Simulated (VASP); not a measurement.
# AlNi (Cmmm) in VASP: relaxation of cell and atoms with PBEsol

Aim: the relaxation of cell and atoms of AlNi with PBEsol.

Everything below comes from runs of VASP 6.6.1. Logs are shortened: lines on timing, memory, paths and dates and some standing lists are left out, and cuts for length are marked.

## (1) The cell of the first run

The structure is orthorhombic, space group Cmmm (No. 65). The conventional cell has a = 3.877 Å, b = 3.906 Å, c = 3.099 Å, α = 90.00°, β = 90.00°, γ = 90.00°. Al (site symmetry mmm) has 8 Ni at 2.48 to 2.49 Å and 6 Al at 2.75 to 3.10 Å within 3.3 Å. Within 3.3 Å of Ni (site symmetry mmm) lie 8 Al at 2.48 to 2.49 Å and 6 Ni at 2.75 to 3.10 Å.

## (2) Relaxation of cell and atoms, PBEsol

INCAR reads:

```
ALGO = Fast
EDIFF = 1E-6
EDIFFG = -0.005
ENCUT = 600
GGA = PS
IBRION = 2
ISIF = 3
ISMEAR = 0
LASPH = T
LCHARG = F
LREAL = F
LWAVE = F
NELM = 80
NSW = 100
PREC = Accurate
SIGMA = 0.1
```

KPOINTS reads:

```
k-points
0
Gamma
  16 16 14
```

POSCAR reads:

```
AlNi
1.0
    1.9386940000     -1.9531901500      0.0000000000
    1.9386940000      1.9531901500      0.0000000000
    0.0000000000      0.0000000000      3.0994300413
Al Ni
1 1
Direct
    0.0000000000      0.0000000000      0.0000000000
    0.5000000000      0.5000000000      0.5000000000
```

Potentials or basis: VASP PAW PBE potentials, release 64 (Al, Ni).

Command:

```sh
$ cat potpaw_PBE.64/Al/POTCAR potpaw_PBE.64/Ni/POTCAR > POTCAR
$ mpirun -np 1 vasp_std > vasp.out
```

OUTCAR:

```text
EDIFF = 1E-6
   EDIFFG = -0.005
   ENCUT = 600
   GGA = PS
   IBRION = 2
   ISIF = 3
   ISMEAR = 0
   LASPH = T
   LREAL = F
   NELM = 80
   NSW = 100
   PREC = Accurate

 ion  position               nearest neighbor table
   1  0.000  0.000  0.000-   2 2.48   2 2.48   2 2.48   2 2.48   2 2.49   2 2.49   2 2.49   2 2.49

   2  0.500  0.500  0.500-   1 2.48   1 2.48   1 2.48   1 2.48   1 2.49   1 2.49   1 2.49   1 2.49

  LATTYP: Found a base centered orthorhombic cell.
 ALAT       =     3.8773880000
 B/A-ratio  =     1.0074772759
 C/A-ratio  =     0.7993603017

  Lattice vectors:

 A1 = (   1.9386940000,  -1.9531901500,   0.0000000000)
 A2 = (   1.9386940000,   1.9531901500,   0.0000000000)
 A3 = (   0.0000000000,   0.0000000000,   3.0994300413)

Analysis of symmetry for initial positions (statically):
=====================================================================
 Subroutine PRICEL returns:
 Original cell was already a primitive cell.

 Routine SETGRP: Setting up the symmetry group for a
 base centered orthorhombic supercell.

 Subroutine GETGRP returns: Found  8 space group operations
 (whereof  8 operations were pure point group operations)
 out of a pool of  8 trial point group operations.

The static configuration has the point symmetry D_2h.

Analysis of symmetry for dynamics (positions and initial velocities):
=====================================================================
 Subroutine PRICEL returns:
 Original cell was already a primitive cell.

 Routine SETGRP: Setting up the symmetry group for a
 base centered orthorhombic supercell.

 Subroutine GETGRP returns: Found  8 space group operations
 (whereof  8 operations were pure point group operations)
 out of a pool of  8 trial point group operations.

The dynamic configuration has the point symmetry D_2h.

 Subroutine INISYM returns: Found  8 space group operations
 (whereof  8 operations are pure point group operations),
 and found     1 'primitive' translations

----------------------------------------------------------------------------------------

                                     Primitive cell

  volume of cell :      23.4728

  direct lattice vectors                    reciprocal lattice vectors
     1.938694000 -1.953190150  0.000000000     0.257905580 -0.255991461  0.000000000
     1.938694000  1.953190150  0.000000000     0.257905580  0.255991461  0.000000000
     0.000000000  0.000000000  3.099430041     0.000000000  0.000000000  0.322639965

  length of vectors
     2.751996764  2.751996764  3.099430041     0.363382603  0.363382603  0.322639965

  position of ions in fractional coordinates (direct lattice)
     0.000000000  0.000000000  0.000000000
     0.500000000  0.500000000  0.500000000

  ion indices of the primitive-cell ions
   primitive index   ion index
                 1           1
                 2           2

----------------------------------------------------------------------------------------

 KPOINTS: k-points

Automatic generation of k-mesh.
 Grid dimensions read from file:
 generate k-points for:   16   16   14

 Generating k-lattice:

  Cartesian coordinates                     Fractional coordinates (reciprocal lattice)
     0.016119099 -0.015999466  0.000000000     0.062500000  0.000000000  0.000000000
     0.016119099  0.015999466  0.000000000     0.000000000  0.062500000  0.000000000
     0.000000000  0.000000000  0.023045712     0.000000000  0.000000000  0.071428571

  Length of vectors
     0.022711413  0.022711413  0.023045712

  Shift w.r.t. Gamma in fractional coordinates (k-lattice)
     0.000000000  0.000000000  0.000000000

 Subroutine IBZKPT returns following result:
 ===========================================

 Found    584 irreducible k-points:

 Following reciprocal coordinates:
            Coordinates               Weight
  0.000000  0.000000  0.000000      1.000000
  0.062500  0.000000  0.000000      4.000000
  0.125000  0.000000  0.000000      4.000000
  0.187500  0.000000  0.000000      4.000000
  0.250000  0.000000  0.000000      4.000000
  0.312500 -0.000000  0.000000      4.000000
[... 16 lines left out ...]
 -0.125000  0.062500  0.000000      4.000000
 -0.062500  0.062500  0.000000      2.000000
 [... further k-points ...]
   k-points           NKPTS =    584   k-points in BZ     NKDIM =    584   number of bands    NBANDS=     10
   number of dos      NEDOS =    301   number of ions     NIONS =      2
   total plane-waves  NPLWV =  16128
   dimension x,y,z NGX =    24 NGY =   24 NGZ =   28
   dimension x,y,z NGXF=    48 NGYF=   48 NGZF=   56
   ions per type =               1   1
   NGX,Y,Z   is equivalent  to a cutoff of  14.50, 14.50, 15.02 a.u.
   NGXF,Y,Z  is equivalent  to a cutoff of  29.00, 29.00, 30.04 a.u.
 SYSTEM =  unknown system
   PREC   = accura    normal or accurate (medium, high low for compatibility)
   ISTART =      0    job   : 0-new  1-cont  2-samecut
   ICHARG =      2    charge: 1-file 2-atom 10-const
   ISPIN  =      1    spin polarized calculation?
   LNONCOLLINEAR =      F non collinear calculations
   LSORBIT =      F    spin-orbit coupling
   LASPH  =      T    aspherical Exc in radial PAW
   ENCUT  =  600.0 eV  44.10 Ry    6.64 a.u.   5.50  5.50  6.19*2*pi/ulx,y,z
   NELM   =     80;   NELMIN=  2; NELMDL= -5     # of ELM steps
   EDIFF  = 0.1E-05   stopping-criterion for ELM
   LREAL  =      F    real-space projection
   EDIFFG = -.5E-02   stopping-criterion for IOM
   NSW    =    100    number of steps for IOM
   IBRION =      2    ionic relax: 0-MD 1-quasi-New 2-CG
   NFREE  =      1    steps in history (QN), initial steepest desc. (CG)
   ISIF   =      3    stress and relaxation
   ISYM   =      2    0-nonsym 1-usesym 2-fastsym
   POTIM  = 0.5000    time-step for ionic-motion
   TEBEG  =    0.0;   TEEND  =   0.0 temperature during run
   PSTRESS=    0.0 pullay stress
   NELECT =      13.0000    total number of electrons
   NUPDOWN=      -1.0000    fix difference up-down
   EMIN   =  10.00;   EMAX   =-10.00  energy-range for DOS
   EFERMI =   0.00;   METHOD = LEGACY
   ISMEAR =     0;   SIGMA  =   0.10  broadening in eV -4-tet -1-fermi 0-gaus
   EFERMI_NEDOS =   21; number of points for ismear=-14 and -15
   IALGO  =     68    algorithm
   IMIX   =      4    mixing-type and parameters
     AMIX     =   0.40;   BMIX     =  1.00
     AMIX_MAG =   1.60;   BMIX_MAG =  1.00
  volume/ion in A,a.u.               =      11.74        79.20
  Fermi-wavevector in a.u.,A,eV,Ry     =   1.344417  2.540580 24.591955  1.807458
  Thomas-Fermi vector in A             =   2.472413
   LORBIT       =      0    0 simple, 1 ext, 2 COOP (PROOUT), +10 PAW based schemes
   GGA     = PS    functional components
   LHFCALC =     F    Hartree Fock is set to
   AEXX    =    0.0000 exact exchange contribution
   IVDW    =     0    specifies the selected vdW correction
   LEPSILON=     F    determine dielectric tensor
   LRPA    =     F    only Hartree local field effects (RPA)
 conjugate gradient relaxation of ions
 non-spin polarized calculation
 RMM-DIIS sequential band-by-band and
 Gauss-broadening in eV      SIGMA  =   0.10
  energy-cutoff  :      600.00
  volume of cell :       23.47
 maximum number of plane-waves:       805
 NGX is ok and might be reduce to    24
   NGX = 11   NGY = 11   NGZ = 13

--------------------------------------- Ionic step        1  -------------------------------------------

 number of electron      13.0000001 magnetization

 Free energy of the ion-electron system (eV)
  ---------------------------------------------------
  ext. energy  EPLUGINS =         0.00000000
  ---------------------------------------------------
  free energy    TOTEN  =       -11.54344113 eV

  energy without entropy =      -11.53849657  energy(sigma->0) =      -11.54096885

------------------------ aborting loop because EDIFF is reached ----------------------------------------

  FORCE on cell =-STRESS in cart. coord.  units (eV):
  Direction    XX          YY          ZZ          XY          YZ          ZX
  --------------------------------------------------------------------------------------
  -------------------------------------------------------------------------------------
  Total        0.5093824      0.2837434     -0.6096091     -0.0000000      0.0000000      0.0000000
  in kB       34.7687361     19.3673751    -41.6098769     -0.0000000      0.0000000      0.0000000
  external PRESSURE =       4.1754114 kB  Pullay stress =       0.0000000 kB
[... 57 lines left out ...]
  energy  without entropy=      -11.5535501399  energy(sigma->0) =      -11.55609089

--------------------------------------- Ionic step        3  -------------------------------------------

 number of electron      13.0000001 magnetization

 E-fermi :   9.9368     XC(G=0): -12.1862

 val. band max:        9.9362850317   @ k =   0.3750   0.3750   0.1429
 cond. band min:       9.9689760416   @ k =  -0.3750   0.3750   0.5000
 fundamental gap:      0.0326910099
 Fermi energy:         9.9367706497

 k-point     1 :       0.0000    0.0000    0.0000
  band No.  band energies     occupation
      1      -1.2097      2.00000
      2       6.6871      2.00000
      3       6.7069      2.00000
      4       8.3675      2.00000
      5       8.4028      2.00000
      6       8.4427      2.00000
      7      14.9768      0.00000
      8      15.6732      0.00000
      9      15.7632      0.00000
     10      18.0078      0.00000
[... 328 lines left out ...]
  FREE ENERGIE OF THE ION-ELECTRON SYSTEM (eV)
  ---------------------------------------------------
  free  energy   TOTEN  =       -11.5831337445 eV

  energy  without entropy=      -11.5795362906  energy(sigma->0) =      -11.58133502

[... ionic steps 4 to 19 ...]

--------------------------------------- Ionic step       20  -------------------------------------------

 number of electron      13.0000008 magnetization

------------------------ aborting loop because EDIFF is reached ----------------------------------------

  FORCE on cell =-STRESS in cart. coord.  units (eV):
  Direction    XX          YY          ZZ          XY          YZ          ZX
  --------------------------------------------------------------------------------------
  -------------------------------------------------------------------------------------
  Total       -0.0260577     -0.0212601     -0.0112275      0.0000000      0.0000000      0.0000000
  in kB       -1.7803549     -1.4525654     -0.7671052      0.0000000      0.0000000      0.0000000
  external PRESSURE =      -1.3333419 kB  Pullay stress =       0.0000000 kB
[... 57 lines left out ...]
  energy  without entropy=      -11.5851659395  energy(sigma->0) =      -11.58695836

--------------------------------------- Ionic step       22  -------------------------------------------

 number of electron      13.0000008 magnetization

 Free energy of the ion-electron system (eV)
  ---------------------------------------------------
  ext. energy  EPLUGINS =         0.00000000
  ---------------------------------------------------
  free energy    TOTEN  =       -11.58875334 eV

  energy without entropy =      -11.58516622  energy(sigma->0) =      -11.58695978

 E-fermi :  10.1475     XC(G=0): -12.2615

 val. band max:       10.1344379285   @ k =   0.2500   0.0625   0.3571
 cond. band min:      10.1619334417   @ k =   0.5000   0.5000   0.2857
 fundamental gap:      0.0274955133
 Fermi energy:        10.1474911773

 k-point     1 :       0.0000    0.0000    0.0000
  band No.  band energies     occupation
      1      -1.1177      2.00000
      2       6.8278      2.00000
      3       6.8281      2.00000
      4       8.5751      2.00000
      5       8.5755      2.00000
      6       8.5820      2.00000
      7      15.6663      0.00000
      8      15.7731      0.00000
      9      15.7740      0.00000
     10      18.3556      0.00000
[... 328 lines left out ...]
  FREE ENERGIE OF THE ION-ELECTRON SYSTEM (eV)
  ---------------------------------------------------
  free  energy   TOTEN  =       -11.5887533443 eV

  energy  without entropy=      -11.5851662239  energy(sigma->0) =      -11.58695978

 reached required accuracy - stopping structural energy minimisation
```

It took 7.9 min on 1 thread of Intel Xeon 6975P-C (Granite Rapids), shared host; peak memory 0.36 GiB.

Results:

| Quantity | Value |
| --- | --- |
| Free energy | -11.5888 eV |
| Relaxed volume | 11.72 Å³/atom |
| Relaxed cell | a = 2.859 Å, b = 2.859 Å, c = 2.868 Å, α = 90.00°, β = 90.00°, γ = 89.99° |
| Space group after relaxing (to 0.1 Å) | Pm-3m (No. 221) |
| Energy gained by relaxing | 22.7 meV/atom |
| Ionic steps | 22 |
| Pressure after relaxing | 0.0 GPa |
| Band gap on the k mesh | zero (an odd number of electrons rules out a gap without spin polarisation) |

Stress tensor (GPa, compression positive):
```
-0.06  0.00  0.00
 0.00 -0.03  0.00
 0.00  0.00  0.04
```

Step by step:
| step | energy change (eV) | largest force (eV/Å) | pressure (GPa) | volume (Å³) |
| --- | --- | --- | --- | --- |
| 1 | 0.0000 | 0.0000 | 0.42 | 23.47 |
| 2 | -0.0152 | 0.0000 | -0.15 | 23.57 |
| 3 | -0.0397 | 0.0000 | -2.27 | 23.81 |
| 4 | -0.0416 | 0.0000 | 2.69 | 23.11 |
| 5 | -0.0448 | 0.0000 | 0.47 | 23.41 |
| 6 | -0.0448 | 0.0000 | 0.41 | 23.42 |
| 7 | -0.0452 | 0.0000 | -0.29 | 23.49 |
| 8 | -0.0453 | 0.0000 | 0.08 | 23.48 |
| 9 | -0.0453 | 0.0000 | -0.08 | 23.48 |
| 10 | -0.0453 | 0.0000 | 0.56 | 23.48 |
| 11 | -0.0445 | 0.0000 | -1.49 | 23.65 |
| 12 | -0.0453 | 0.0000 | -0.12 | 23.51 |
| 13 | -0.0453 | 0.0000 | -0.14 | 23.50 |
| 14 | -0.0453 | 0.0000 | 0.13 | 23.49 |
| 15 | -0.0453 | 0.0000 | -0.42 | 23.50 |
| 16 | -0.0453 | 0.0000 | -0.08 | 23.49 |
| 17 | -0.0453 | 0.0000 | 0.09 | 23.49 |
| 18 | -0.0453 | 0.0000 | -0.34 | 23.49 |
| 19 | -0.0453 | 0.0000 | 0.82 | 23.41 |
| 20 | -0.0453 | 0.0000 | -0.13 | 23.45 |
| 21 | -0.0453 | 0.0000 | 0.31 | 23.44 |
| 22 | -0.0453 | 0.0000 | -0.02 | 23.45 |

Final structure:
```
CELL_PARAMETERS angstrom
2.02202 -2.02176 0.00000
2.02202 2.02176 0.00000
0.00000 0.00000 2.86787
ATOMIC_POSITIONS crystal
Al 0.00000 0.00000 0.00000
Ni 0.50000 0.50000 0.50000
```

Caveat: the PAW data sets were made with another functional, which shifts forces and pressure a little. Spin polarisation is off, so any magnetic state and its effect on volume and gap are missing.

The gap in the log of VASP goes by the Fermi energy; the results here count the filled bands.